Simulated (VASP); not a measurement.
Crystal: Sn.

```
Sn
1.0
    -2.05589    2.05589    1.68261
     2.05589   -2.05589    1.68261
     2.05589    2.05589   -1.68261
Sn
1
Direct
  0.00000 0.00000 0.00000
```

Base run:

* Program: VASP 6.6.1
* Functional: r2SCAN
* Potentials or basis: VASP PAW PBE potentials, release 64 (Sn_d)
* Cutoff: 520 eV
* k mesh: 10 × 10 × 10
* Occupations: fermi-dirac, width 0.05 eV
* Spin: no spin polarisation

Its results: band gap on the k mesh zero (bands 7 and 8 overlap by 8.90 eV); pressure -2.2 GPa.

Q: The run is repeated on the same cell with these changes: functional from r2SCAN to LDA; potentials or basis from VASP PAW PBE potentials, release 64 (Sn_d) to VASP PAW LDA potentials, release 64 (Sn_d). What comes out?

A: Band gap on the k mesh zero (bands 7 and 8 overlap by 8.30 eV); pressure -4.7 GPa.

Caveats: spin-orbit coupling is left out, which moves the levels of the heavy elements; the PAW data sets were made with another functional, which shifts forces and pressure a little (at least some runs); the cell stands under tension (at least some runs).
